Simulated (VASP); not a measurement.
Set up this calculation in VASP 6.6.1, as the native input.

```yaml
Task: single point
Functional: PBE
Potentials_or_basis: VASP PAW PBE potentials, release 64 (Sc_sv, Pb_d, S)
Cutoff: 520 eV
k_mesh: 4 × 4 × 4
Occupations: gaussian, width 0.1 eV
Spin: no spin polarisation
Dipole_correction: no
Further_INCAR_settings: ALGO = Normal; EDIFF = 1e-06; NBANDS = 34
```

The structure of ScPbS4 lies in POSCAR:

```
ScPbS4
1.0
    0.0000000000      4.0269862200      4.0269862200
    4.0269862200      0.0000000000      4.0269862200
    4.0269862200      4.0269862200      0.0000000000
Sc Pb S
1 1 4
Direct
    0.7500000000      0.7500000000      0.7500000000
    0.0000000000      0.0000000000      0.0000000000
    0.3750000000      0.3750000000      0.8750000000
    0.3750000000      0.8750000000      0.3750000000
    0.8750000000      0.3750000000      0.3750000000
    0.3750000000      0.3750000000      0.3750000000
```

The cell was built from a structure type or drawn by symmetry, and may not be a known phase.

The input as run:

INCAR

```
PREC = Accurate
ENCUT = 520
EDIFF = 1E-6
ISMEAR = 0
SIGMA = 0.1
LREAL = False
LASPH = True
NELM = 100
ALGO = Normal
ISIF = 2
LWAVE = False
LCHARG = False
GGA = PE
NBANDS = 34
```

KPOINTS

```
regular mesh
0
Gamma
  4 4 4
```

Potentials or basis: VASP PAW PBE potentials, release 64 (Sc_sv, Pb_d, S).

Command:

```sh
$ cat potpaw_PBE.64/Sc_sv/POTCAR potpaw_PBE.64/Pb_d/POTCAR potpaw_PBE.64/S/POTCAR > POTCAR
$ mpirun -np 1 vasp_std > vasp.out
```

It gave:

```
Pressure               : -4.8 GPa
Band gap on the k mesh : zero (an odd number of electrons rules out a gap without spin polarisation)
```

Caveat: the cell stands under tension; spin-orbit coupling is left out, which moves the levels of the heavy elements.

Run time: 88 s on 1 thread of Intel(R) Xeon(R) Platinum 8259CL CPU @ 2.50GHz (Skylake/Cascade Lake), on a shared host, peak memory 0.26 GiB.
